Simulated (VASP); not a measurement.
# NiO (Fm-3m) in VASP: further runs

The runs below take NiO through single point, with r2SCAN.

All numbers are computed with VASP 6.6.1; they aren't measurements. Logs are shortened: lines on timing, memory, paths and dates and some standing lists are left out, and cuts for length are marked.

## (1) The cell of the first run

Symmetry: Fm-3m, No. 225, cubic system. The conventional cell has a = 4.101 Å, b = 4.101 Å, c = 4.101 Å, α = 90.00°, β = 90.00°, γ = 90.00°. Within 2.7 Å of Ni (site symmetry m-3m) lie 6 O at 2.05 Å. O (site symmetry m-3m) has 6 Ni at 2.05 Å within 2.7 Å.

## (2) Single point, r2SCAN, collinear spin, ferromagnetic start

The input, POSCAR:

```
NiO
1.0
    0.0000000000      2.0505389315      2.0505389315
    2.0505389315      0.0000000000      2.0505389315
    2.0505389315      2.0505389315      0.0000000000
Ni O
1 1
Direct
    0.0000000000      0.0000000000      0.0000000000
    0.5000000000      0.5000000000      0.5000000000
```

The input, INCAR.step1:

```
ALGO = Normal
EDIFF = 1E-4
ENCUT = 520
GGA = PE
ISMEAR = -1
ISPIN = 2
LASPH = T
LCHARG = F
LMAXMIX = 4
LREAL = F
LWAVE = T
MAGMOM = 2 0
NBANDS = 19
NELM = 150
PREC = Accurate
SIGMA = 0.1
```

The input, INCAR.step2:

```
ALGO = Normal
EDIFF = 1E-6
ENCUT = 520
ISIF = 2
ISMEAR = -1
ISPIN = 2
ISTART = 1
LASPH = T
LCHARG = F
LMAXMIX = 4
LMIXTAU = T
LORBIT = 11
LREAL = F
LWAVE = F
MAGMOM = 2 0
METAGGA = R2SCAN
NBANDS = 19
NELM = 150
PREC = Accurate
SIGMA = 0.1
```

The input, KPOINTS:

```
k-points
0
Gamma
  11 11 11
```

Potentials or basis: VASP PAW PBE potentials, release 64 (Ni, O).

Started as:

```bash
cat potpaw_PBE.64/Ni/POTCAR potpaw_PBE.64/O/POTCAR > POTCAR
cp INCAR.step1 INCAR
mpirun -np 1 vasp_std > vasp.out
cp INCAR.step2 INCAR
mpirun -np 1 vasp_std > vasp.out
```

OUTCAR:

```text
EDIFF = 1E-6
   ENCUT = 520
   ISIF = 2
   ISMEAR = -1
   ISPIN = 2
   ISTART = 1
   LASPH = T
   LORBIT = 11
   LREAL = F
   METAGGA = R2SCAN
   NELM = 150
   PREC = Accurate

 ion  position               nearest neighbor table
   1  0.000  0.000  0.000-   2 2.05   2 2.05   2 2.05   2 2.05   2 2.05   2 2.05
   2  0.500  0.500  0.500-   1 2.05   1 2.05   1 2.05   1 2.05   1 2.05   1 2.05

  LATTYP: Found a face centered cubic cell.
 ALAT       =     4.1010778630

  Lattice vectors:

 A1 = (   0.0000000000,   2.0505389315,   2.0505389315)
 A2 = (   2.0505389315,   0.0000000000,   2.0505389315)
 A3 = (   2.0505389315,   2.0505389315,   0.0000000000)

Analysis of symmetry for initial positions (statically):
=====================================================================
 Subroutine PRICEL returns:
 Original cell was already a primitive cell.

 Routine SETGRP: Setting up the symmetry group for a
 face centered cubic supercell.

 Subroutine GETGRP returns: Found 48 space group operations
 (whereof 48 operations were pure point group operations)
 out of a pool of 48 trial point group operations.

The static configuration has the point symmetry O_h .

Analysis of symmetry for dynamics (positions and initial velocities):
=====================================================================
 Subroutine PRICEL returns:
 Original cell was already a primitive cell.

 Routine SETGRP: Setting up the symmetry group for a
 face centered cubic supercell.

 Subroutine GETGRP returns: Found 48 space group operations
 (whereof 48 operations were pure point group operations)
 out of a pool of 48 trial point group operations.

The dynamic configuration has the point symmetry O_h .

Analysis of structural, dynamic, and magnetic symmetry:
=====================================================================
 Subroutine PRICEL returns:
 Original cell was already a primitive cell.

 Routine SETGRP: Setting up the symmetry group for a
 face centered cubic supercell.

 Subroutine GETGRP returns: Found 48 space group operations
 (whereof 48 operations were pure point group operations)
 out of a pool of 48 trial point group operations.

The overall configuration has the point symmetry O_h .

 Subroutine INISYM returns: Found 48 space group operations
 (whereof 48 operations are pure point group operations),
 and found     1 'primitive' translations

----------------------------------------------------------------------------------------

                                     Primitive cell

  volume of cell :      17.2438

  direct lattice vectors                    reciprocal lattice vectors
     0.000000000  2.050538932  2.050538932    -0.243838336  0.243838336  0.243838336
     2.050538932  0.000000000  2.050538932     0.243838336 -0.243838336  0.243838336
     2.050538932  2.050538932  0.000000000     0.243838336  0.243838336 -0.243838336

  length of vectors
     2.899899967  2.899899967  2.899899967     0.422340386  0.422340386  0.422340386

  position of ions in fractional coordinates (direct lattice)
     0.000000000  0.000000000  0.000000000
     0.500000000  0.500000000  0.500000000

  ion indices of the primitive-cell ions
   primitive index   ion index
                 1           1
                 2           2

----------------------------------------------------------------------------------------

 KPOINTS: k-points

Automatic generation of k-mesh.
 Grid dimensions read from file:
 generate k-points for:   11   11   11

 Generating k-lattice:

  Cartesian coordinates                     Fractional coordinates (reciprocal lattice)
    -0.022167121  0.022167121  0.022167121     0.090909091  0.000000000  0.000000000
     0.022167121 -0.022167121  0.022167121     0.000000000  0.090909091  0.000000000
     0.022167121  0.022167121 -0.022167121     0.000000000  0.000000000  0.090909091

  Length of vectors
     0.038394581  0.038394581  0.038394581

  Shift w.r.t. Gamma in fractional coordinates (k-lattice)
     0.000000000  0.000000000  0.000000000

 Subroutine IBZKPT returns following result:
 ===========================================

 Found     56 irreducible k-points:

 Following reciprocal coordinates:
            Coordinates               Weight
  0.000000  0.000000  0.000000      1.000000
  0.090909  0.000000  0.000000      8.000000
  0.181818  0.000000  0.000000      8.000000
  0.272727  0.000000  0.000000      8.000000
  0.363636  0.000000  0.000000      8.000000
  0.454545  0.000000  0.000000      8.000000
[... 16 lines left out ...]
 -0.272727  0.181818  0.000000     24.000000
 -0.181818  0.181818  0.000000     12.000000
 [... further k-points ...]
   k-points           NKPTS =     56   k-points in BZ     NKDIM =     56   number of bands    NBANDS=     19
   number of dos      NEDOS =    301   number of ions     NIONS =      2
   total plane-waves  NPLWV =  13824
   dimension x,y,z NGX =    24 NGY =   24 NGZ =   24
   dimension x,y,z NGXF=    48 NGYF=   48 NGZF=   48
   ions per type =               1   1
   NGX,Y,Z   is equivalent  to a cutoff of  13.76, 13.76, 13.76 a.u.
   NGXF,Y,Z  is equivalent  to a cutoff of  27.52, 27.52, 27.52 a.u.
 SYSTEM =  unknown system
   PREC   = accura    normal or accurate (medium, high low for compatibility)
   ISTART =      1    job   : 0-new  1-cont  2-samecut
   ICHARG =      0    charge: 1-file 2-atom 10-const
   ISPIN  =      2    spin polarized calculation?
   LNONCOLLINEAR =      F non collinear calculations
   LSORBIT =      F    spin-orbit coupling
   LASPH  =      T    aspherical Exc in radial PAW
   ENCUT  =  520.0 eV  38.22 Ry    6.18 a.u.   5.39  5.39  5.39*2*pi/ulx,y,z
   NELM   =    150;   NELMIN=  2; NELMDL=  0     # of ELM steps
   EDIFF  = 0.1E-05   stopping-criterion for ELM
   LREAL  =      F    real-space projection
   EDIFFG = 0.1E-04   stopping-criterion for IOM
   NSW    =      0    number of steps for IOM
   IBRION =     -1    ionic relax: 0-MD 1-quasi-New 2-CG
   NFREE  =      0    steps in history (QN), initial steepest desc. (CG)
   ISIF   =      2    stress and relaxation
   ISYM   =      2    0-nonsym 1-usesym 2-fastsym
   POTIM  = 0.5000    time-step for ionic-motion
   TEBEG  =    0.0;   TEEND  =   0.0 temperature during run
   PSTRESS=    0.0 pullay stress
   NELECT =      16.0000    total number of electrons
   NUPDOWN=      -1.0000    fix difference up-down
   EMIN   =  10.00;   EMAX   =-10.00  energy-range for DOS
   EFERMI =   0.00;   METHOD = LEGACY
   ISMEAR =    -1;   SIGMA  =   0.10  broadening in eV -4-tet -1-fermi 0-gaus
   EFERMI_NEDOS =   21; number of points for ismear=-14 and -15
   IALGO  =     38    algorithm
   IMIX   =      4    mixing-type and parameters
     AMIX     =   0.40;   BMIX     =  1.00
     AMIX_MAG =   1.60;   BMIX_MAG =  1.00
  volume/ion in A,a.u.               =       8.62        58.18
  Fermi-wavevector in a.u.,A,eV,Ry     =   1.596750  3.017419 34.689539  2.549609
  Thomas-Fermi vector in A             =   2.694463
   LORBIT       =     11    0 simple, 1 ext, 2 COOP (PROOUT), +10 PAW based schemes
   METAGGA = R2SCAN    functional components
   LHFCALC =     F    Hartree Fock is set to
   AEXX    =    0.0000 exact exchange contribution
   IVDW    =     0    specifies the selected vdW correction
   LEPSILON=     F    determine dielectric tensor
   LRPA    =     F    only Hartree local field effects (RPA)
 spin polarized calculation
  energy-cutoff  :      520.00
  volume of cell :       17.24
 maximum number of plane-waves:       483
 NGX is ok and might be reduce to    24
   NGX = 11   NGY = 11   NGZ = 11

 number of electron      15.9999990 magnetization       1.9973259

 Free energy of the ion-electron system (eV)
  ---------------------------------------------------
  ext. energy  EPLUGINS =         0.00000000
  ---------------------------------------------------
  free energy    TOTEN  =       -20.05669982 eV

  energy without entropy =      -20.05552989  energy(sigma->0) =      -20.05611486

 E-fermi :   8.7861     XC(G=0): -13.7633

 val. band max:        8.4183536657   @ k =   0.4545   0.0000   0.0000
 cond. band min:       8.9635752061   @ k =   0.0000   0.0000   0.0000
 fundamental gap:      0.5452215404
 Fermi energy:         8.7861449332

 spin component 1

 k-point     1 :       0.0000    0.0000    0.0000
  band No.  band energies     occupation
      1     -13.2978      1.00000
      2       4.2897      1.00000
      3       4.2899      1.00000
      4       5.1335      1.00000
      5       5.1336      1.00000
      6       5.1337      1.00000
[... 11 lines left out ...]
     18      35.9065      0.00000
     19      35.9066      0.00000
[... 485 lines left out ...]
 k-point    24 :      -0.1818    0.1818    0.0000
  band No.  band energies     occupation
      1     -12.4058      1.00000
      2       1.2647      1.00000
      3       2.1217      1.00000
      4       3.1395      1.00000
      5       5.0505      1.00000
      6       5.4754      1.00000
[... 11 lines left out ...]
     18      41.3125      0.00000
     19      42.5297      0.00000

 [... further k-points ...]

 spin component 2

 k-point     1 :       0.0000    0.0000    0.0000
  band No.  band energies     occupation
      1     -12.7606      1.00000
      2       6.0093      1.00000
      3       6.0093      1.00000
      4       6.0093      1.00000
      5       6.0124      1.00000
      6       6.0127      1.00000
[... 11 lines left out ...]
     18      36.9681      0.00000
     19      36.9698      0.00000
[... 485 lines left out ...]
 k-point    24 :      -0.1818    0.1818    0.0000
  band No.  band energies     occupation
      1     -11.8143      1.00000
      2       2.1144      1.00000
      3       3.7771      1.00000
      4       4.1780      1.00000
      5       6.3848      1.00000
      6       7.0782      1.00000
[... 11 lines left out ...]
     18      42.0738      0.00000
     19      43.0103      0.00000

 [... further k-points ...]

------------------------ aborting loop because EDIFF is reached ----------------------------------------

  FORCE on cell =-STRESS in cart. coord.  units (eV):
  Direction    XX          YY          ZZ          XY          YZ          ZX
  --------------------------------------------------------------------------------------
  -------------------------------------------------------------------------------------
  Total        1.6935566      1.6935566      1.6935566      0.0000000      0.0000000     -0.0000000
  in kB      157.3534370    157.3534370    157.3534370      0.0000000      0.0000000     -0.0000000
  external PRESSURE =     157.3534370 kB  Pullay stress =       0.0000000 kB

 VOLUME and BASIS-vectors are now :
 -----------------------------------------------------------------------------
  energy-cutoff  :      520.00
  volume of cell :       17.24
      direct lattice vectors                 reciprocal lattice vectors
     0.000000000  2.050538932  2.050538932    -0.243838336  0.243838336  0.243838336
     2.050538932  0.000000000  2.050538932     0.243838336 -0.243838336  0.243838336
     2.050538932  2.050538932  0.000000000     0.243838336  0.243838336 -0.243838336

 POSITION                                       TOTAL-FORCE (eV/Angst)
 -----------------------------------------------------------------------------------
      0.00000      0.00000      0.00000         0.000000      0.000000      0.000000
      2.05054      2.05054      2.05054        -0.000000     -0.000000     -0.000000
 -----------------------------------------------------------------------------------
    total drift:                                0.000000     -0.000000     -0.000000

  FREE ENERGIE OF THE ION-ELECTRON SYSTEM (eV)
  ---------------------------------------------------
  free  energy   TOTEN  =       -20.0566998214 eV

  energy  without entropy=      -20.0555298923  energy(sigma->0) =      -20.05611486

 total charge

# of ion       s       p       d       tot
------------------------------------------
    1        0.356   0.466   8.215   9.038
    2        1.555   3.529   0.000   5.084
--------------------------------------------------
tot          1.912   3.995   8.215  14.122

 magnetization (x)

# of ion       s       p       d       tot
------------------------------------------
    1        0.012   0.013   1.660   1.685
    2        0.030   0.252   0.000   0.282
--------------------------------------------------
tot          0.042   0.265   1.660   1.967
```

Run time: 88 s. Hardware: 1 thread of Intel Xeon 6975P-C, shared host; peak memory 0.18 GiB.

Results:

- Free energy: -20.0567 eV
- Pressure: 15.7 GPa
- Band gap on the k mesh: 0.55 eV, indirect (least direct gap 1.62 eV)
- Net moment: 2.00 μB per cell
- Site moments: Ni +1.69; O +0.28 μB
- Valence electrons inside the program's atomic spheres: Ni 9.04; O 5.08

Levels at points of the mesh, in eV from the valence-band top:
Spin up:
```tsv
k point	band 7	band 8	band 9	band 10	band 11	band 12
(0.00, 0.00, 0.00)	-3.12	-3.12	-3.12	2.46	18.95	20.03
```
Spin down:
```
           k point  band 3  band 4  band 5  band 6  band 7  band 8  band 9  band 10  band 11  band 12
(0.00, 0.00, 0.00)   -2.41   -2.41   -2.41   -2.41   -2.41    0.55    0.55     3.03    19.05    20.38
```

Caveat: the PAW data sets were made with another functional, which shifts forces and pressure a little; a cell with one magnetic atom can't hold antiferromagnetic order, which such compounds often take.

(Continued in part 2 of 2.)
